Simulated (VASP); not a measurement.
Si3S2: single point with PBE

The system is Si3S2.

```
CELL_PARAMETERS angstrom
-4.45590 4.45590 4.45590
4.45590 -4.45590 4.45590
4.45590 4.45590 -4.45590
ATOMIC_POSITIONS crystal
Si 0.00000 0.25192 0.25192
Si 0.00000 0.74808 0.74808
Si 0.25192 0.00000 0.25192
Si 0.74808 0.00000 0.74808
Si 0.25192 0.25192 0.00000
Si 0.74808 0.74808 0.00000
S 0.00000 0.00000 0.00000
S 0.00000 0.50000 0.50000
S 0.50000 0.00000 0.50000
S 0.50000 0.50000 0.00000
```

The cell was generated, and may not be a known phase.

| Item | Value |
| --- | --- |
| Program | VASP 6.6.1 |
| Task | single point |
| Functional | PBE |
| Potentials or basis | VASP PAW PBE potentials, release 64 (Si, S) |
| Cutoff | 520 eV |
| k mesh | 6 × 6 × 6 |
| Occupations | gaussian, width 0.1 eV |
| Spin | no spin polarisation |

```yaml
Pressure: 0.0 GPa
Largest_force: 0.011 eV/Å
Band_gap_on_the_k_mesh: zero (bands 24 and 25 overlap by 1.68 eV)
```

Forces on the atoms (eV/Å):
```
Si   0.011  0.000  0.000
Si  -0.011  0.000  0.000
Si   0.000  0.011  0.000
Si   0.000 -0.011  0.000
Si   0.000  0.000  0.011
Si   0.000  0.000 -0.011
S    0.000  0.000  0.000
S    0.000  0.000  0.000
S    0.000  0.000  0.000
S    0.000  0.000  0.000
```

Levels at points of the mesh, in eV from the Fermi level:
```csv
k point,band 22,band 23,band 24,band 25,band 26,band 27
"(0.00, 0.00, 0.00)",-2.07,0.72,0.72,0.72,1.87,1.87
"(0.50, 0.00, 0.00)",-1.35,-1.31,-0.76,0.02,0.32,0.50
"(0.50, 0.50, 0.50)",-1.91,0.61,0.61,0.61,1.88,1.88
```

It took 2 min on 1 thread of AMD EPYC 9R45 96-Core Processor (Zen 5), on a shared host, peak memory 0.53 GiB.
